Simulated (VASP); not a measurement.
# BN (F-43m) in VASP: a series of runs

BN is run at these levels: PBE; tasks: G0W0 quasiparticle levels.

Everything below comes from runs of VASP 6.6.1. Logs are shortened: lines on timing, memory, paths and dates and some standing lists are left out, and cuts for length are marked.

## (1) The cell of the first run

The structure is cubic, space group F-43m (No. 216). Conventional cell: a = 3.615 Å, b = 3.615 Å, c = 3.615 Å, α = 90.00°, β = 90.00°, γ = 90.00°. Within 2.1 Å of B (site symmetry -43m) lie 4 N at 1.57 Å. N (site symmetry -43m) has 4 B at 1.57 Å within 2.1 Å.

## (2) G0W0 quasiparticle levels, PBE

Input file POSCAR:

```
BN
1.0
    0.0000000000      1.8075000000      1.8075000000
    1.8075000000      0.0000000000      1.8075000000
    1.8075000000      1.8075000000      0.0000000000
B N
1 1
Direct
    0.0000000000      0.0000000000      0.0000000000
    0.7500000000      0.7500000000      0.7500000000
```

Input file INCAR.step1:

```
ALGO = Normal
EDIFF = 1E-8
ENCUT = 500
GGA = PE
ISMEAR = 0
LASPH = True
LCHARG = False
LREAL = False
LWAVE = True
NELM = 80
PREC = Accurate
SIGMA = 0.01
```

Input file INCAR.step2:

```
ALGO = Exact
EDIFF = 1E-8
ENCUT = 500
GGA = PE
ISMEAR = 0
ISTART = 1
LASPH = True
LCHARG = False
LOPTICS = True
LREAL = False
LWAVE = True
NBANDS = 44
NELM = 1
PREC = Accurate
SIGMA = 0.01
```

Input file INCAR.step3:

```
ALGO = EVGW0
EDIFF = 1E-8
ENCUT = 500
ENCUTGW = 100.0
GGA = PE
ISMEAR = 0
ISTART = 1
LASPH = True
LCHARG = False
LREAL = False
LWAVE = False
NBANDS = 44
NBANDSGW = 12
NELMGW = 1
NOMEGA = 48
PREC = Accurate
PRECFOCK = Fast
SIGMA = 0.01
```

Input file KPOINTS:

```
k-points
0
Gamma
  10 10 10
```

Potentials or basis: VASP PAW PBE potentials, release 64 (B_GW, N_GW).

Run with:

```bash
cat potpaw_PBE.64/B_GW/POTCAR potpaw_PBE.64/N_GW/POTCAR > POTCAR
cp INCAR.step1 INCAR
mpirun -np 1 vasp_std > vasp.out
cp INCAR.step2 INCAR
mpirun -np 1 vasp_std > vasp.out
cp INCAR.step3 INCAR
mpirun -np 1 vasp_std > vasp.out
```

OUTCAR:

```text
EDIFF = 1E-8
   ENCUT = 500
   ENCUTGW = 100.0
   GGA = PE
   ISMEAR = 0
   ISTART = 1
   LASPH = True
   LREAL = False
   NELMGW = 1
   PREC = Accurate
   PRECFOCK = Fast

 ion  position               nearest neighbor table
   1  0.000  0.000  0.000-   2 1.57   2 1.57   2 1.57   2 1.57
   2  0.750  0.750  0.750-   1 1.57   1 1.57   1 1.57   1 1.57

  LATTYP: Found a face centered cubic cell.
 ALAT       =     3.6150000000

  Lattice vectors:

 A1 = (   0.0000000000,   1.8075000000,   1.8075000000)
 A2 = (   1.8075000000,   0.0000000000,   1.8075000000)
 A3 = (   1.8075000000,   1.8075000000,   0.0000000000)

Analysis of symmetry for initial positions (statically):
=====================================================================
 Subroutine PRICEL returns:
 Original cell was already a primitive cell.

 Routine SETGRP: Setting up the symmetry group for a
 face centered cubic supercell.

 Subroutine GETGRP returns: Found 24 space group operations
 (whereof 24 operations were pure point group operations)
 out of a pool of 48 trial point group operations.

The static configuration has the point symmetry T_d .

Analysis of symmetry for dynamics (positions and initial velocities):
=====================================================================
 Subroutine PRICEL returns:
 Original cell was already a primitive cell.

 Routine SETGRP: Setting up the symmetry group for a
 face centered cubic supercell.

 Subroutine GETGRP returns: Found 24 space group operations
 (whereof 24 operations were pure point group operations)
 out of a pool of 48 trial point group operations.

The dynamic configuration has the point symmetry T_d .

 Subroutine INISYM returns: Found 24 space group operations
 (whereof 24 operations are pure point group operations),
 and found     1 'primitive' translations

----------------------------------------------------------------------------------------

                                     Primitive cell

  volume of cell :      11.8104

  direct lattice vectors                    reciprocal lattice vectors
     0.000000000  1.807500000  1.807500000    -0.276625173  0.276625173  0.276625173
     1.807500000  0.000000000  1.807500000     0.276625173 -0.276625173  0.276625173
     1.807500000  1.807500000  0.000000000     0.276625173  0.276625173 -0.276625173

  length of vectors
     2.556191014  2.556191014  2.556191014     0.479128854  0.479128854  0.479128854

  position of ions in fractional coordinates (direct lattice)
     0.000000000  0.000000000  0.000000000
     0.750000000  0.750000000  0.750000000

  ion indices of the primitive-cell ions
   primitive index   ion index
                 1           1
                 2           2

----------------------------------------------------------------------------------------

 KPOINTS: k-points

Automatic generation of k-mesh.
 Grid dimensions read from file:
 generate k-points for:   10   10   10

 Generating k-lattice:

  Cartesian coordinates                     Fractional coordinates (reciprocal lattice)
    -0.027662517  0.027662517  0.027662517     0.100000000  0.000000000  0.000000000
     0.027662517 -0.027662517  0.027662517     0.000000000  0.100000000  0.000000000
     0.027662517  0.027662517 -0.027662517     0.000000000  0.000000000  0.100000000

  Length of vectors
     0.047912885  0.047912885  0.047912885

  Shift w.r.t. Gamma in fractional coordinates (k-lattice)
     0.000000000  0.000000000  0.000000000

 Subroutine IBZKPT returns following result:
 ===========================================

 Found     47 irreducible k-points:

 Following reciprocal coordinates:
            Coordinates               Weight
  0.000000  0.000000  0.000000      1.000000
  0.100000  0.000000  0.000000      8.000000
  0.200000  0.000000  0.000000      8.000000
  0.300000  0.000000  0.000000      8.000000
  0.400000  0.000000  0.000000      8.000000
  0.500000  0.000000  0.000000      4.000000
[... 16 lines left out ...]
  0.300000  0.300000  0.000000      6.000000
  0.400000  0.300000  0.000000     24.000000
 [... further k-points ...]
   k-points           NKPTS =     47   k-points in BZ     NKDIM =   1000   number of bands    NBANDS=     44
   number of dos      NEDOS =    301   number of ions     NIONS =      2
   total plane-waves  NPLWV =   8000
   dimension x,y,z NGX =    20 NGY =   20 NGZ =   20
   dimension x,y,z NGXF=    40 NGYF=   40 NGZF=   40
   ions per type =               1   1
   NGX,Y,Z   is equivalent  to a cutoff of  13.01, 13.01, 13.01 a.u.
   NGXF,Y,Z  is equivalent  to a cutoff of  26.01, 26.01, 26.01 a.u.
 SYSTEM =  unknown system
   PREC   = accura    normal or accurate (medium, high low for compatibility)
   ISTART =      1    job   : 0-new  1-cont  2-samecut
   ICHARG =      0    charge: 1-file 2-atom 10-const
   ISPIN  =      1    spin polarized calculation?
   LNONCOLLINEAR =      F non collinear calculations
   LSORBIT =      F    spin-orbit coupling
   LASPH  =      T    aspherical Exc in radial PAW
   ENCUT  =  500.0 eV  36.75 Ry    6.06 a.u.   4.66  4.66  4.66*2*pi/ulx,y,z
   NELM   =     60;   NELMIN=  2; NELMDL=  0     # of ELM steps
   EDIFF  = 0.1E-07   stopping-criterion for ELM
   LREAL  =      F    real-space projection
   EDIFFG = 0.1E-06   stopping-criterion for IOM
   NSW    =      0    number of steps for IOM
   IBRION =     -1    ionic relax: 0-MD 1-quasi-New 2-CG
   NFREE  =      0    steps in history (QN), initial steepest desc. (CG)
   ISIF   =      0    stress and relaxation
   ISYM   =      3    0-nonsym 1-usesym 2-fastsym
   POTIM  = 0.5000    time-step for ionic-motion
   TEBEG  =    0.0;   TEEND  =   0.0 temperature during run
   PSTRESS=    0.0 pullay stress
   NELECT =       8.0000    total number of electrons
   NUPDOWN=      -1.0000    fix difference up-down
   EMIN   =  10.00;   EMAX   =-10.00  energy-range for DOS
   EFERMI =   0.00;   METHOD = LEGACY
   ISMEAR =     0;   SIGMA  =   0.01  broadening in eV -4-tet -1-fermi 0-gaus
   EFERMI_NEDOS =   21; number of points for ismear=-14 and -15
   IALGO  =     38    algorithm
   IMIX   =      4    mixing-type and parameters
     AMIX     =   0.40;   BMIX     =  1.00
     AMIX_MAG =   1.60;   BMIX_MAG =  1.00
  volume/ion in A,a.u.               =       5.91        39.85
  Fermi-wavevector in a.u.,A,eV,Ry     =   1.437749  2.716952 28.124920  2.067123
  Thomas-Fermi vector in A             =   2.556793
   LORBIT       =      0    0 simple, 1 ext, 2 COOP (PROOUT), +10 PAW based schemes
   GGA     = PE    functional components
   LHFCALC =     T    Hartree Fock is set to
   PRECFOCK=fast      Normal, Fast or Accurate (Low or Medium for compatibility)
   ENCUT4O =  -1.0   cutoff for four orbital integrals eV
   NKREDX  =     1    reduce k-point grid by
   NKREDY  =     1    reduce k-point grid by
   NKREDZ  =     1    reduce k-point grid by
   AEXX    =    1.0000 exact exchange contribution
   HFSCREEN=    0.0000 screening length (either q_TF or 0.3 A-1)
   HFSCREENC=   0.0000 screening length for correlation (either q_TF or 0.3 A-1)
   ENCUTFOCK=  -1.0 apply spherical cutoff to Coloumb kernel
   IVDW    =     0    specifies the selected vdW correction
   LEPSILON=     F    determine dielectric tensor
   LRPA    =     F    only Hartree local field effects (RPA)
   LRPAFORCE           =     F    calculate RPA forces
   ENCUTGW             = 100.0    cutoff for response function in eV
   ENCUTGWSOFT         =  80.0    soft cutoff for Coulomb kernel in GW response function in eV
   ENCUTLF             =  -1.0    cutoff for local field effects
   NELMGW              =     1    number of iterations in solving QP/BSE equation
   NELMHF              =     1    number of iterations in the inner HF iteration
   NKREDLFX            =     1    NKREDLFY  =   1   NKREDLFZ  =   1
 non-spin polarized calculation
 Gauss-broadening in eV      SIGMA  =   0.01
  energy-cutoff  :      500.00
  volume of cell :       11.81
 maximum number of plane-waves:       311
  NGX = 12; NGY = 12; NGZ = 12
   NGX =  9   NGY =  9   NGZ =  9
 maximum number of plane-waves:        30
 NGX is ok and might be reduce to    10

 QP shifts <psi_nk| G(iteration)W_0 |psi_nk>: iteration 1
 for sc-GW calculations column KS-energies equals QP-energies in previous step
 and V_xc(KS)=  KS-energies - (<T + V_ion + V_H > + <T+V_H+V_ion>^1  + <V_x>^1)

 k-point   1 :       0.0000    0.0000    0.0000
  band No.  KS-energies  QP-energies   sigma(KS)   V_xc(KS)     V^pw_x(r,r')   Z            occupation Imag(sigma)

      1     -12.7725     -14.5932     -17.8306     -15.4874     -26.4958       0.7770       2.0000       1.4223
      2       7.4593       6.9565     -18.8923     -18.2848     -21.8276       0.8275       2.0000       0.0835
      3       7.4593       6.9565     -18.8923     -18.2848     -21.8276       0.8275       2.0000       0.0835
      4       7.4593       6.9565     -18.8923     -18.2848     -21.8276       0.8275       2.0000       0.0835
      5      16.2817      17.7446     -12.0330     -13.7849      -7.0470       0.8351       0.0000      -0.0979
      6      16.2817      17.7446     -12.0330     -13.7849      -7.0470       0.8351       0.0000      -0.0979
      7      16.2817      17.7446     -12.0330     -13.7849      -7.0470       0.8351       0.0000      -0.0979
      8      17.8068      19.0854     -13.8733     -15.4338      -8.4220       0.8193       0.0000      -0.1204
      9      32.2065      32.7801     -10.7190     -11.4406      -3.3105       0.7949       0.0000      -0.5880
     10      35.2396      36.6159     -11.6765     -13.3198      -5.4581       0.8375       0.0000      -0.5540
     11      35.2396      36.6159     -11.6765     -13.3198      -5.4581       0.8375       0.0000      -0.5540
     12      35.8423      36.4336     -10.3719     -11.0876      -3.0478       0.8263       0.0000      -0.9646

 k-point   2 :       0.1000    0.0000    0.0000
  band No.  KS-energies  QP-energies   sigma(KS)   V_xc(KS)     V^pw_x(r,r')   Z            occupation Imag(sigma)

      1     -12.5295     -14.3263     -17.8439     -15.5282     -26.4642       0.7759       2.0000       1.3878
      2       6.1884       5.5117     -18.4364     -17.6149     -21.5385       0.8237       2.0000       0.0904
      3       7.2049       6.6705     -18.7647     -18.1185     -21.7254       0.8269       2.0000       0.0846
      4       7.2049       6.6705     -18.7647     -18.1185     -21.7254       0.8269       2.0000       0.0846
      5      16.5548      17.9497     -12.4265     -14.1009      -7.4131       0.8331       0.0000      -0.1001
      6      16.6659      18.1671     -12.1567     -13.9587      -7.1005       0.8331       0.0000      -0.1008
      7      16.6659      18.1671     -12.1567     -13.9587      -7.1005       0.8331       0.0000      -0.1008
      8      18.6005      20.0606     -13.9397     -15.7270      -8.4106       0.8170       0.0000      -0.1263
      9      31.9178      32.5100     -10.3918     -11.1310      -3.1269       0.8012       0.0000      -0.5538
     10      32.6357      33.6616     -10.9359     -12.1652      -4.6087       0.8345       0.0000      -0.5248
     11      32.6357      33.6616     -10.9359     -12.1652      -4.6087       0.8345       0.0000      -0.5248
     12      35.4960      36.2270     -10.6117     -11.4992      -3.2385       0.8237       0.0000      -0.9780
[... 324 lines left out ...]
      1     -10.0045     -11.5739     -18.1150     -16.0609     -26.2483       0.7641       2.0000       1.0208
      2       2.2339       1.0827     -18.2742     -16.8383     -22.4865       0.8017       2.0000       0.1364
      3       3.7940       2.8669     -17.7695     -16.6295     -21.3289       0.8132       2.0000       0.1094
      4       3.7940       2.8669     -17.7695     -16.6295     -21.3289       0.8132       2.0000       0.1094
      5      13.6006      14.5771     -11.7911     -12.9462      -7.1820       0.8454       0.0000      -0.0880
      6      18.2467      19.3724     -11.9040     -13.2516      -6.7202       0.8353       0.0000      -0.1106
      7      22.1982      24.1242     -13.2609     -15.6735      -6.9807       0.7983       0.0000      -0.1764
      8      22.1982      24.1242     -13.2609     -15.6735      -6.9807       0.7983       0.0000      -0.1764
      9      26.2289      27.7209     -13.1547     -15.0277      -6.5946       0.7966       0.0000      -0.2657
     10      34.8454      36.1078     -11.4781     -13.0701      -3.4824       0.7930       0.0000      -0.8901
     11      39.3385      40.7545     -11.6772     -13.3562      -4.9525       0.8433       0.0000      -0.9711
     12      42.4604      43.5274     -10.4097     -11.6856      -2.7622       0.8364       0.0000      -1.3584

 k-point  24 :       0.4000    0.3000    0.0000
  band No.  KS-energies  QP-energies   sigma(KS)   V_xc(KS)     V^pw_x(r,r')   Z            occupation Imag(sigma)

      1      -9.0001     -10.4934     -18.3463     -16.3763     -26.2801       0.7580       2.0000       0.8826
      2       0.6793      -0.5990     -17.9021     -16.2901     -22.4514       0.7930       2.0000       0.1611
      3       2.9454       1.9134     -17.5543     -16.2794     -21.2775       0.8095       2.0000       0.1183
      4       3.3844       2.4183     -17.7237     -16.5321     -21.3806       0.8108       2.0000       0.1136
      5      13.5618      14.5117     -11.8786     -13.0023      -7.3012       0.8454       0.0000      -0.0881
      6      18.0980      19.2030     -11.8152     -13.1350      -6.6925       0.8372       0.0000      -0.1075
      7      22.9456      24.8436     -13.3921     -15.7817      -6.9152       0.7943       0.0000      -0.1954
      8      23.0444      24.9940     -13.3075     -15.7660      -6.7907       0.7930       0.0000      -0.1978
      9      27.1793      28.8440     -13.5284     -15.6520      -6.5840       0.7839       0.0000      -0.3112
     10      34.5533      35.9435     -11.6118     -13.3598      -3.6618       0.7953       0.0000      -0.8688
     11      39.2634      40.5925     -11.4542     -13.0521      -4.2898       0.8318       0.0000      -1.0371
     12      41.9447      43.0001     -10.5410     -11.8114      -2.9879       0.8308       0.0000      -1.2225

 [... further k-points ...]
```

It took 8 min on 1 thread of Intel Xeon 6975P-C, shared host; peak memory 0.77 GiB.

Results:

| Quantity | Value |
| --- | --- |
| Band gap on the k mesh, mean-field level | 4.46 eV, indirect (least direct gap 8.82 eV) |
| Quasiparticle gap | 5.73 eV |
| Least direct quasiparticle gap | 10.79 eV |

Levels at points of the mesh, in eV from the valence-band top:
```
           k point  band 1  band 2  band 3  band 4  band 5  band 6  band 7  band 8
(0.00, 0.00, 0.00)  -20.23    0.00    0.00    0.00    8.82    8.82    8.82   10.35
(0.50, 0.00, 0.00)  -16.02  -10.69   -1.94   -1.94   10.14   10.71   10.71   15.27
(0.50, 0.50, 0.00)  -14.65   -8.92   -4.91   -4.91    4.46    9.23   17.93   17.93
```

Caveat: bands, screening cutoff and mesh are small and nothing is extrapolated, so the quasiparticle values aren't converged. A k mesh can miss the band edges.

(Part 1 of 2 ends here.)
